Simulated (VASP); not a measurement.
# Zn3CdSe4 (P-43m) in VASP: a series of runs

The runs below take Zn3CdSe4 through single point, relaxation of cell and atoms, with LDA.

All numbers are computed with VASP 6.6.1; they aren't measurements. Logs are shortened: lines on timing, memory, paths and dates and some standing lists are left out, and cuts for length are marked.

### Step 1. The cell of the first run

Symmetry: P-43m, No. 215, cubic system. Conventional cell: a = 5.675 Å, b = 5.675 Å, c = 5.675 Å, α = 90.00°, β = 90.00°, γ = 90.00°. Zn (site symmetry -42m) has 4 Se at 2.42 Å within 3.2 Å. Cd (site symmetry -43m) has 4 Se at 2.57 Å within 3.4 Å. Se (site symmetry 3m) has 3 Zn at 2.42 Å and 1 Cd at 2.57 Å within 3.2 Å.

### Step 2. Single point, LDA

File INCAR:

```
SYSTEM = Zn3CdSe4
ALGO = Normal ; EDIFF = 1E-7
ENCUT = 520 ; ISIF = 2
ISMEAR = 0 ; LASPH = .True.
LCHARG = .False. ; LREAL = .False.
LWAVE = .False. ; NBANDS = 46
NELM = 80 ; PREC = Accurate
SIGMA = 0.02
```

File KPOINTS:

```
k-points
0
Gamma
  4 4 4
  0 0 0
```

File POSCAR:

```
Zn3CdSe4
1.0
    5.6754549608      0.0000000000      0.0000000000
    0.0000000000      5.6754549608      0.0000000000
    0.0000000000      0.0000000000      5.6754549608
Zn Cd Se
3 1 4
Direct
    0.0000000000      0.5000000000      0.5000000000
    0.5000000000      0.5000000000      0.0000000000
    0.5000000000      0.0000000000      0.5000000000
    0.0000000000      0.0000000000      0.0000000000
    0.7382428496      0.7382428496      0.2617571504
    0.7382428496      0.2617571504      0.7382428496
    0.2617571504      0.7382428496      0.7382428496
    0.2617571504      0.2617571504      0.2617571504
```

Potentials or basis: VASP PAW LDA potentials, release 64 (Zn, Cd, Se).

Run with:

```bash
cat potpaw_LDA.64/Zn/POTCAR potpaw_LDA.64/Cd/POTCAR potpaw_LDA.64/Se/POTCAR > POTCAR
mpirun -np 1 vasp_std > vasp.out
```

OUTCAR:

```text
SYSTEM = Zn3CdSe4
   EDIFF = 1E-7
   ENCUT = 520
   ISIF = 2
   ISMEAR = 0
   LASPH = .True.
   LREAL = .False.
   NELM = 80
   PREC = Accurate

 ion  position               nearest neighbor table
   1  0.000  0.500  0.500-   5 2.42   6 2.42   7 2.42   8 2.42
   2  0.500  0.500  0.000-   5 2.42   6 2.42   7 2.42   8 2.42
   3  0.500  0.000  0.500-   5 2.42   6 2.42   7 2.42   8 2.42
   4  0.000  0.000  0.000-   5 2.57   6 2.57   7 2.57   8 2.57
   5  0.738  0.738  0.262-   1 2.42   2 2.42   3 2.42   4 2.57
   6  0.738  0.262  0.738-   1 2.42   2 2.42   3 2.42   4 2.57
   7  0.262  0.738  0.738-   1 2.42   2 2.42   3 2.42   4 2.57
   8  0.262  0.262  0.262-   1 2.42   2 2.42   3 2.42   4 2.57

  LATTYP: Found a simple cubic cell.
 ALAT       =     5.6754549608

  Lattice vectors:

 A1 = (   5.6754549608,   0.0000000000,   0.0000000000)
 A2 = (   0.0000000000,   5.6754549608,   0.0000000000)
 A3 = (   0.0000000000,   0.0000000000,   5.6754549608)

Analysis of symmetry for initial positions (statically):
=====================================================================
 Subroutine PRICEL returns:
 Original cell was already a primitive cell.

 Routine SETGRP: Setting up the symmetry group for a
 simple cubic supercell.

 Subroutine GETGRP returns: Found 24 space group operations
 (whereof 24 operations were pure point group operations)
 out of a pool of 48 trial point group operations.

The static configuration has the point symmetry T_d .

Analysis of symmetry for dynamics (positions and initial velocities):
=====================================================================
 Subroutine PRICEL returns:
 Original cell was already a primitive cell.

 Routine SETGRP: Setting up the symmetry group for a
 simple cubic supercell.

 Subroutine GETGRP returns: Found 24 space group operations
 (whereof 24 operations were pure point group operations)
 out of a pool of 48 trial point group operations.

The dynamic configuration has the point symmetry T_d .

 Subroutine INISYM returns: Found 24 space group operations
 (whereof 24 operations are pure point group operations),
 and found     1 'primitive' translations

----------------------------------------------------------------------------------------

                                     Primitive cell

  volume of cell :     182.8109

  direct lattice vectors                    reciprocal lattice vectors
     5.675454961  0.000000000  0.000000000     0.176197328  0.000000000  0.000000000
     0.000000000  5.675454961  0.000000000     0.000000000  0.176197328  0.000000000
     0.000000000  0.000000000  5.675454961     0.000000000  0.000000000  0.176197328

  length of vectors
     5.675454961  5.675454961  5.675454961     0.176197328  0.176197328  0.176197328

  position of ions in fractional coordinates (direct lattice)
     0.000000000  0.500000000  0.500000000
     0.500000000  0.500000000  0.000000000
     0.500000000  0.000000000  0.500000000
     0.000000000  0.000000000  0.000000000
     0.738242850  0.738242850  0.261757150
     0.738242850  0.261757150  0.738242850
     0.261757150  0.738242850  0.738242850
     0.261757150  0.261757150  0.261757150

  ion indices of the primitive-cell ions
   primitive index   ion index
                 1           1
                 2           2
                 3           3
                 4           4
                 5           5
                 6           6
                 7           7
                 8           8

----------------------------------------------------------------------------------------

 KPOINTS: k-points

Automatic generation of k-mesh.
 Grid dimensions read from file:
 generate k-points for:    4    4    4

 Generating k-lattice:

  Cartesian coordinates                     Fractional coordinates (reciprocal lattice)
     0.044049332  0.000000000  0.000000000     0.250000000  0.000000000  0.000000000
     0.000000000  0.044049332  0.000000000     0.000000000  0.250000000  0.000000000
     0.000000000  0.000000000  0.044049332     0.000000000  0.000000000  0.250000000

  Length of vectors
     0.044049332  0.044049332  0.044049332

  Shift w.r.t. Gamma in fractional coordinates (k-lattice)
     0.000000000  0.000000000  0.000000000

 Subroutine IBZKPT returns following result:
 ===========================================

 Found     10 irreducible k-points:

 Following reciprocal coordinates:
            Coordinates               Weight
  0.000000  0.000000  0.000000      1.000000
  0.250000  0.000000  0.000000      6.000000
  0.500000  0.000000  0.000000      3.000000
  0.250000  0.250000  0.000000     12.000000
  0.500000  0.250000  0.000000     12.000000
  0.500000  0.500000  0.000000      3.000000
  0.250000  0.250000  0.250000      8.000000
  0.500000  0.250000  0.250000     12.000000
  0.500000  0.500000  0.250000      6.000000
  0.500000  0.500000  0.500000      1.000000
   k-points           NKPTS =     10   k-points in BZ     NKDIM =     10   number of bands    NBANDS=     46
   number of dos      NEDOS =    301   number of ions     NIONS =      8
   total plane-waves  NPLWV =  74088
   dimension x,y,z NGX =    42 NGY =   42 NGZ =   42
   dimension x,y,z NGXF=    84 NGYF=   84 NGZF=   84
   ions per type =               3   1   4
   NGX,Y,Z   is equivalent  to a cutoff of  12.30, 12.30, 12.30 a.u.
   NGXF,Y,Z  is equivalent  to a cutoff of  24.61, 24.61, 24.61 a.u.
 SYSTEM =  Zn3CdSe4
   PREC   = accura    normal or accurate (medium, high low for compatibility)
   ISTART =      0    job   : 0-new  1-cont  2-samecut
   ICHARG =      2    charge: 1-file 2-atom 10-const
   ISPIN  =      1    spin polarized calculation?
   LNONCOLLINEAR =      F non collinear calculations
   LSORBIT =      F    spin-orbit coupling
   LASPH  =      T    aspherical Exc in radial PAW
   ENCUT  =  520.0 eV  38.22 Ry    6.18 a.u.  10.55 10.55 10.55*2*pi/ulx,y,z
   NELM   =     80;   NELMIN=  2; NELMDL= -5     # of ELM steps
   EDIFF  = 0.1E-06   stopping-criterion for ELM
   LREAL  =      F    real-space projection
   EDIFFG = 0.1E-05   stopping-criterion for IOM
   NSW    =      0    number of steps for IOM
   IBRION =     -1    ionic relax: 0-MD 1-quasi-New 2-CG
   NFREE  =      0    steps in history (QN), initial steepest desc. (CG)
   ISIF   =      2    stress and relaxation
   ISYM   =      2    0-nonsym 1-usesym 2-fastsym
   POTIM  = 0.5000    time-step for ionic-motion
   TEBEG  =    0.0;   TEEND  =   0.0 temperature during run
   PSTRESS=    0.0 pullay stress
   NELECT =      72.0000    total number of electrons
   NUPDOWN=      -1.0000    fix difference up-down
   EMIN   =  10.00;   EMAX   =-10.00  energy-range for DOS
   EFERMI =   0.00;   METHOD = LEGACY
   ISMEAR =     0;   SIGMA  =   0.02  broadening in eV -4-tet -1-fermi 0-gaus
   EFERMI_NEDOS =   21; number of points for ismear=-14 and -15
   IALGO  =     38    algorithm
   IMIX   =      4    mixing-type and parameters
     AMIX     =   0.40;   BMIX     =  1.00
     AMIX_MAG =   1.60;   BMIX_MAG =  1.00
  volume/ion in A,a.u.               =      22.85       154.21
  Fermi-wavevector in a.u.,A,eV,Ry     =   1.200010  2.267691 19.592726  1.440025
  Thomas-Fermi vector in A             =   2.335858
   LORBIT       =      0    0 simple, 1 ext, 2 COOP (PROOUT), +10 PAW based schemes
   GGA     = CA    functional components
   LHFCALC =     F    Hartree Fock is set to
   AEXX    =    0.0000 exact exchange contribution
   IVDW    =     0    specifies the selected vdW correction
   LEPSILON=     F    determine dielectric tensor
   LRPA    =     F    only Hartree local field effects (RPA)
 non-spin polarized calculation
 Gauss-broadening in eV      SIGMA  =   0.02
  energy-cutoff  :      520.00
  volume of cell :      182.81
 maximum number of plane-waves:      4956
   NGX = 21   NGY = 21   NGZ = 21

 number of electron      72.0000033 magnetization

 Free energy of the ion-electron system (eV)
  ---------------------------------------------------
  ext. energy  EPLUGINS =         0.00000000
  ---------------------------------------------------
  free energy    TOTEN  =       -28.77505769 eV

  energy without entropy =      -28.77505769  energy(sigma->0) =      -28.77505769

 E-fermi :   1.8932     XC(G=0):  -9.8246

 val. band max:        1.7640956246   @ k =   0.0000   0.0000   0.0000
 cond. band min:       2.7751278237   @ k =   0.0000   0.0000   0.0000
 fundamental gap:      1.0110321991
 Fermi energy:         1.8931686336

 k-point     1 :       0.0000    0.0000    0.0000
  band No.  band energies     occupation
      1     -11.6753      2.00000
      2     -10.6425      2.00000
      3     -10.6425      2.00000
      4     -10.6425      2.00000
      5      -6.0917      2.00000
      6      -6.0917      2.00000
[... 38 lines left out ...]
     45       7.5302      0.00000
     46       7.5302      0.00000

 k-point     2 :       0.2500    0.0000    0.0000
  band No.  band energies     occupation
      1     -11.5468      2.00000
      2     -10.8067      2.00000
      3     -10.6415      2.00000
      4     -10.6415      2.00000
      5      -6.1580      2.00000
      6      -6.0875      2.00000
[... 38 lines left out ...]
     45       8.2042      0.00000
     46       8.2042      0.00000

 k-point     3 :       0.5000    0.0000    0.0000
  band No.  band energies     occupation
      1     -11.2889      2.00000
      2     -11.1000      2.00000
      3     -10.6404      2.00000
      4     -10.6404      2.00000
      5      -6.2094      2.00000
      6      -6.0834      2.00000
[... 332 lines left out ...]
     45       8.1461      0.00000
     46       8.4679      0.00000

 k-point    10 :       0.5000    0.5000    0.5000
  band No.  band energies     occupation
      1     -10.9185      2.00000
      2     -10.9185      2.00000
      3     -10.9185      2.00000
      4     -10.8585      2.00000
      5      -6.0894      2.00000
      6      -6.0894      2.00000
[... 38 lines left out ...]
     45       8.1258      0.00000
     46       8.1258      0.00000

------------------------ aborting loop because EDIFF is reached ----------------------------------------

  FORCE on cell =-STRESS in cart. coord.  units (eV):
  Direction    XX          YY          ZZ          XY          YZ          ZX
  --------------------------------------------------------------------------------------
  -------------------------------------------------------------------------------------
  Total        0.5378729      0.5378729      0.5378729      0.0000000     -0.0000000      0.0000000
  in kB        4.7139848      4.7139848      4.7139848      0.0000000     -0.0000000      0.0000000
  external PRESSURE =       4.7139848 kB  Pullay stress =       0.0000000 kB

 VOLUME and BASIS-vectors are now :
 -----------------------------------------------------------------------------
  energy-cutoff  :      520.00
  volume of cell :      182.81
      direct lattice vectors                 reciprocal lattice vectors
     5.675454961  0.000000000  0.000000000     0.176197328  0.000000000  0.000000000
     0.000000000  5.675454961  0.000000000     0.000000000  0.176197328  0.000000000
     0.000000000  0.000000000  5.675454961     0.000000000  0.000000000  0.176197328

 POSITION                                       TOTAL-FORCE (eV/Angst)
 -----------------------------------------------------------------------------------
      0.00000      2.83773      2.83773         0.000000      0.000000     -0.000000
      2.83773      2.83773      0.00000         0.000000     -0.000000     -0.000000
      2.83773      0.00000      2.83773         0.000000     -0.000000     -0.000000
      0.00000      0.00000      0.00000         0.000000      0.000000     -0.000000
      4.18986      4.18986      1.48559         0.011434      0.011434     -0.011434
      4.18986      1.48559      4.18986         0.011434     -0.011434      0.011434
      1.48559      4.18986      4.18986        -0.011434      0.011434      0.011434
      1.48559      1.48559      1.48559        -0.011434     -0.011434     -0.011434
 -----------------------------------------------------------------------------------
    total drift:                                0.000000      0.000000      0.000000

  FREE ENERGIE OF THE ION-ELECTRON SYSTEM (eV)
  ---------------------------------------------------
  free  energy   TOTEN  =       -28.7750576863 eV

  energy  without entropy=      -28.7750576863  energy(sigma->0) =      -28.77505769
```

Run time: 2.3 min. Hardware: 1 thread of Intel Xeon 8259CL, shared host; peak memory 0.26 GiB.

Results:

```
Free energy            : -28.7751 eV
Pressure               : 0.5 GPa
Largest force          : 0.020 eV/Å
Band gap on the k mesh : 1.01 eV, direct
```

Forces in eV/Å, atoms in the order of the input:
```
Zn   0.000  0.000  0.000
Zn   0.000  0.000  0.000
Zn   0.000  0.000  0.000
Cd   0.000  0.000  0.000
Se   0.011  0.011 -0.011
Se   0.011 -0.011  0.011
Se  -0.011  0.011  0.011
Se  -0.011 -0.011 -0.011
```

### Step 3. Relaxation of cell and atoms, LDA

This run uses another cell than the first one, of 24.15 Å³/atom, 1.057 times its volume.

File INCAR:

```
SYSTEM = Zn3CdSe4
  PREC = Accurate
  ENCUT = 600
  EDIFF = 1E-7
  ISMEAR = 0
  SIGMA = 0.02
  LREAL = .FALSE.
  LASPH = .TRUE.
  NELM = 60
  ALGO = Normal
  ISIF = 3
  LWAVE = .FALSE.
  LCHARG = .FALSE.
  IBRION = 2
  NSW = 80
  EDIFFG = -0.03
```

File KPOINTS:

```
regular mesh
0
G
  4 4 4
  0 0 0
```

File POSCAR:

```
Zn3CdSe4
1.0
    5.7811260000      0.0000000000      0.0000000000
    0.0000000000      5.7811260000      0.0000000000
    0.0000000000      0.0000000000      5.7811260000
Zn Cd Se
3 1 4
Direct
    0.0000000000      0.5000000000      0.5000000000
    0.5000000000      0.5000000000      0.0000000000
    0.5000000000      0.0000000000      0.5000000000
    0.0000000000      0.0000000000      0.0000000000
    0.7384980000      0.7384980000      0.2615020000
    0.7384980000      0.2615020000      0.7384980000
    0.2615020000      0.7384980000      0.7384980000
    0.2615020000      0.2615020000      0.2615020000
```

Potentials or basis: VASP PAW LDA potentials, release 64 (Zn, Cd, Se).

Run with:

```bash
cat potpaw_LDA.64/Zn/POTCAR potpaw_LDA.64/Cd/POTCAR potpaw_LDA.64/Se/POTCAR > POTCAR
mpirun -np 1 vasp_std > vasp.out
```

Run time: 6.8 min. Hardware: 1 thread of Intel Xeon 8259CL, shared host; peak memory 0.33 GiB.

Results (log left out):

```
Free energy                            : -28.7786 eV
Relaxed volume                         : 23.00 Å³/atom
Relaxed cell                           : a = 5.688 Å, b = 5.688 Å, c = 5.688 Å, α = 90.00°, β = 90.00°, γ = 90.00°
Space group after relaxing (to 0.05 Å) : P-43m (No. 215)
Energy gained by relaxing              : 11.2 meV/atom
Ionic steps                            : 3
Pressure after relaxing                : 0.0 GPa
Largest force after relaxing           : 0.016 eV/Å
Band gap on the k mesh                 : 0.99 eV, direct
```

Forces on the atoms (eV/Å):
```
Zn   0.000  0.000  0.000
Zn   0.000  0.000  0.000
Zn   0.000  0.000  0.000
Cd   0.000  0.000  0.000
Se  -0.009 -0.009  0.009
Se  -0.009  0.009 -0.009
Se   0.009 -0.009 -0.009
Se   0.009  0.009  0.009
```

The path:
```
step  energy change (eV)  largest force (eV/Å)  pressure (GPa)  volume (Å³)
   1              0.0000                0.0288           -2.96       193.21
   2             -0.0786                0.0332            1.16       180.99
   3             -0.0893                0.0161           -0.01       183.99
```

Final structure:
```cif
data_structure
_symmetry_space_group_name_H-M 'P 1'
_symmetry_Int_Tables_number 1
_cell_length_a 5.6876
_cell_length_b 5.6876
_cell_length_c 5.6876
_cell_angle_alpha 90.000
_cell_angle_beta 90.000
_cell_angle_gamma 90.000
_cell_volume 183.99
loop_
_atom_site_label
_atom_site_type_symbol
_atom_site_fract_x
_atom_site_fract_y
_atom_site_fract_z
_atom_site_occupancy
Zn1 Zn 0.00000 0.50000 0.50000 1
Zn2 Zn 0.50000 0.50000 0.00000 1
Zn3 Zn 0.50000 0.00000 0.50000 1
Cd1 Cd 0.00000 0.00000 0.00000 1
Se1 Se 0.73860 0.73860 0.26140 1
Se2 Se 0.73860 0.26140 0.73860 1
Se3 Se 0.26140 0.73860 0.73860 1
Se4 Se 0.26140 0.26140 0.26140 1
```

Levels at points of the mesh, in eV from the valence-band top:
| k point | band 32 | band 33 | band 34 | band 35 | band 36 | band 37 | band 38 | band 39 | band 40 | band 41 |
| --- | --- | --- | --- | --- | --- | --- | --- | --- | --- | --- |
| (0.00, 0.00, 0.00) | -2.23 | -2.23 | 0.00 | 0.00 | 0.00 | 0.99 | 2.79 | 2.79 | 2.79 | 3.13 |
| (0.50, 0.00, 0.00) | -2.74 | -1.43 | -1.43 | -1.11 | -1.11 | 3.61 | 3.65 | 3.84 | 4.07 | 5.25 |
| (0.50, 0.50, 0.00) | -2.53 | -1.27 | -0.88 | -0.80 | -0.80 | 3.82 | 3.82 | 4.01 | 4.40 | 5.68 |
| (0.50, 0.50, 0.50) | -0.94 | -0.94 | -0.69 | -0.69 | -0.69 | 2.32 | 2.32 | 2.32 | 2.54 | 6.05 |
